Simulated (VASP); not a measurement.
Runs of VASP 6.6.1 on Mo. The structure is that of space group P6/mmm (No. 191), or close to it. The cells are those of the table. This isn't the form of Mo at room conditions, which is bcc.

```csv
task,cell,cutoff (eV),gap on the mesh (eV),pressure (GPa)
relaxation of shape and atoms at fixed volume,"relaxed from a = 2.271, b = 2.271, c = 2.068 Å, angles 90.0, 90.0, 120.0°, 1 atom",600,none,423.0
single point,"a = 2.725, b = 2.725, c = 2.481 Å, angles 90.0, 90.0, 120.0°, 1 atom",520,none,(a)
relaxation of shape and atoms at fixed volume,"relaxed from a = 2.401, b = 2.401, c = 2.186 Å, angles 90.0, 90.0, 120.0°, 1 atom",600,none,217.6
single point,"a = 2.772, b = 2.772, c = 2.524 Å, angles 90.0, 90.0, 120.0°, 1 atom",520,none,0.5
single point,"a = 2.626, b = 2.626, c = 2.390 Å, angles 90.0, 90.0, 120.0°, 1 atom",520,none,48.1
```

Alike in all rows: level PBE; potentials or basis VASP PAW PBE potentials, release 64 (Mo_sv); no spin polarisation; k mesh 18 × 18 × 16; smearing fermi-dirac 0.08 eV.

Question: Fill in the values left out.

Answer: (a) 12.4.

Caveats: the cell stands under pressure (at least some runs).

A k mesh can miss the band edges, and the runs leave out spin-orbit coupling on Mo.

A gap of «none» marks levels without a gap at the run's occupations.
